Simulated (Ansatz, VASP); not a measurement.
## One calculation of WC, two programs

```
W C
1.0
    -1.85438    1.85438    2.23596
     1.85438   -1.85438    2.23596
     1.85438    1.85438   -2.23596
W C
1 1
Direct
  0.00000 0.00000 0.00000
  0.50000 0.50000 0.00000
```

Alike in both runs: task relaxation of cell and atoms; functional PBE; k mesh 7 × 7 × 7; occupations gaussian, width 0.2 eV; no spin polarisation.

|  | VASP | Ansatz |
| --- | --- | --- |
| version | VASP 6.6.1 | Ansatz 0.2.0 |
| potentials or method | VASP PAW PBE potentials, release 64 (W_sv, C), cutoff 600 eV | scalar-relativistic, plane waves, PAW |
| valence electrons in the cell | 18 | 18 |

|  | VASP | Ansatz | Ansatz less VASP |
| --- | --- | --- | --- |
| gap on the k mesh at the Fermi level, each at its own relaxed structure (eV) | none | none | - |
| relaxed volume (Å³/atom) | 10.51 | 10.51 | -0.007 |
| relaxed cell length with the largest relative difference (Å) | 3.098 | 3.097 | -0.0007 |

A gap of «none» marks a metal or a gap that the smearing closes.

Spin-orbit coupling is off throughout. Noted on VASP's run: the volume moved by over 15 % at a fixed basis, so the end points are rough; too few bands were computed for a metal, which touches its energy and stress.
